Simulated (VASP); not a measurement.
Set up this calculation in VASP 6.6.1, as the native input.

```yaml
Task: single point
Functional: LDA
Potentials_or_basis: VASP PAW LDA potentials, release 64 (Nb_sv, B)
Cutoff: 520 eV
k_mesh: 18 × 18 × 14
Occupations: gaussian, width 0.15 eV
Spin: no spin polarisation
Dipole_correction: no
Further_INCAR_settings: ALGO = Normal; EDIFF = 1e-06; NBANDS = 16
```

The structure of NbB2 lies in POSCAR:

```
NbB2
1.0
    2.9183819260      0.0000000000      0.0000000000
   -1.4591909630      2.5273928859      0.0000000000
    0.0000000000      0.0000000000      3.1172555950
Nb B
1 2
Direct
    0.0000000000      0.0000000000      0.0000000000
    0.3333333333      0.6666666667      0.5000000000
    0.6666666667      0.3333333333      0.5000000000
```

This cell differs from its parent crystal: strain -0.050 along x and y, -0.050 along z.

The input as run:

INCAR

```
  PREC = Accurate
  ENCUT = 520
  EDIFF = 1E-6
  ISMEAR = 0
  SIGMA = 0.15
  LREAL = False
  LASPH = True
  NELM = 60
  ALGO = Normal
  ISIF = 2
  LWAVE = False
  LCHARG = False
  GGA = CA
  NBANDS = 16
```

KPOINTS

```
Automatic mesh
0
Gamma
  18 18 14
```

Potentials or basis: VASP PAW LDA potentials, release 64 (Nb_sv, B).

Run with:

```sh
$ cat potpaw_LDA.64/Nb_sv/POTCAR potpaw_LDA.64/B/POTCAR > POTCAR
$ mpirun -np 1 vasp_std > vasp.out
```

Results of the run:

```
Pressure : 65.7 GPa
```

Caveat: the cell differs from its parent crystal (strain -0.050 along x and y, -0.050 along z).

It took 30 s on 1 thread of Intel(R) Xeon(R) 6975P-C (Granite Rapids) (shared host), peak memory 0.21 GiB.
